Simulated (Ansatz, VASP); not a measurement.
Two plane-wave programs on HCl

```
CELL_PARAMETERS angstrom
-1.14968 2.29936 2.29936
2.29936 -1.14968 2.29936
2.29936 2.29936 -1.14968
ATOMIC_POSITIONS crystal
H 0.00000 0.00000 0.00000
Cl 0.50000 0.50000 0.50000
```

Alike in both runs: task single point; functional PBEsol; k mesh 16 × 16 × 16; occupations gaussian, width 0.15 eV; no spin polarisation.

|  | VASP | Ansatz |
| --- | --- | --- |
| version | VASP 6.6.1 | Ansatz 0.2.0 |
| potentials or method | VASP PAW PBE potentials, release 64 (H, Cl), cutoff 520 eV | scalar-relativistic, plane waves, PAW |
| valence electrons in the cell | 8 | 8 |

|  | VASP | Ansatz | Ansatz less VASP |
| --- | --- | --- | --- |
| gap on the k mesh at the Fermi level (eV) | none | none | - |
| pressure (GPa) | -7.9 | -7.9 | +0.05 |

VASP's potentials were made for PBE, not for PBEsol. A gap of «none» marks a metal or a gap that the smearing closes. The functional is the same, so the differences come from potentials, cutoffs and numerics.
